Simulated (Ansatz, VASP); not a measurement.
# SiN: VASP beside Ansatz

```xyz
2
Lattice="-1.4732 1.4732 2.3022 1.4732 -1.4732 2.3022 1.4732 1.4732 -2.3022" Properties=species:S:1:pos:R:3 pbc="T T T"
Si    0.0000    0.0000    0.0472
N     0.0000    0.0000    1.9234
```

Change from the starting cell: species swapped into the SnP type (I4mm, No. 107).

Alike in both runs: functional PBE; k mesh 26 × 26 × 26; occupations gaussian, width 0.1 eV; no spin polarisation.

Ansatz relaxed the structure, and its values are those at the end. VASP's run is a single point on that final structure, the one shown.

|  | VASP | Ansatz |
| --- | --- | --- |
| version | VASP 6.6.1 | Ansatz 0.2.0 |
| potentials or method | VASP PAW PBE potentials, release 64 (Si, N), cutoff 520 eV | scalar-relativistic, plane waves, PAW |
| valence electrons in the cell | 9 | 9 |

|  | VASP | Ansatz | Ansatz less VASP |
| --- | --- | --- | --- |
| gap on the k mesh at the Fermi level (eV) | none | none | - |
| pressure (GPa) | -0.1 | 0.0 | +0.05 |
| rms of the force components (eV/Å) | 0.003 | 0.002 | -0.0013 |

A gap of «none» marks a metal or a gap that the smearing closes.
